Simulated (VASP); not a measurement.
Runs of VASP 6.6.1 on Ca. The structure is that of space group Fm-3m (No. 225), or close to it. The cells are those of the table. 

```tsv
task	level	potentials or basis	cell	k mesh	cutoff (eV)	k mesh for the DOS	occupations for the DOS	gap on the mesh (eV)	pressure (GPa)
single point	PBEsol	VASP PAW PBE potentials, release 64 (Ca_sv)	a = 3.714 Å, angles 60.0°, 1 atom	12 × 12 × 12, shifted	520	-	-	none	2.5
single point	LDA	VASP PAW LDA potentials, release 64 (Ca_sv)	a = 3.579 Å, angles 60.0°, 1 atom	12 × 12 × 12	520	-	-	-	(b)
single point	LDA	VASP PAW LDA potentials, release 64 (Ca_sv)	a = 3.095 Å, angles 60.0°, 1 atom	12 × 12 × 12	520	-	-	none	27.7
relaxation of cell and atoms	LDA	VASP PAW LDA potentials, release 64 (Ca_sv)	relaxed from a = 3.778 Å, angles 60.0°, 1 atom	12 × 12 × 12	600	-	-	none	0.0
single point	LDA	VASP PAW LDA potentials, release 64 (Ca_sv)	a = 2.784 Å, angles 60.0°, 1 atom	12 × 12 × 12	520	-	-	none	58.7
single point	LDA	VASP PAW LDA potentials, release 64 (Ca_sv)	a = 2.895 Å, angles 60.0°, 1 atom	12 × 12 × 12	520	-	-	none	45.6
single point	LDA	VASP PAW LDA potentials, release 64 (Ca_sv)	a = 3.273 Å, angles 60.0°, 1 atom	12 × 12 × 12	520	-	-	none	(a)
single point	LDA	VASP PAW LDA potentials, release 64 (Ca_sv)	a = 3.778 Å, angles 60.0°, 1 atom	12 × 12 × 12	520	-	-	none	0.0
single point	LDA	VASP PAW LDA potentials, release 64 (Ca_sv)	a = 3.433 Å, angles 60.0°, 1 atom	12 × 12 × 12	520	-	-	0.06	8.7
```

Alike in all rows: no spin polarisation; smearing fermi-dirac 0.08 eV.

Estimate the missing entries.

(a) 16.1; (b) 4.0.

Caveats: the PAW data sets were made with another functional, which shifts forces and pressure a little (some runs).

A k mesh can miss the band edges.

A gap of «none» marks levels without a gap at the run's occupations.
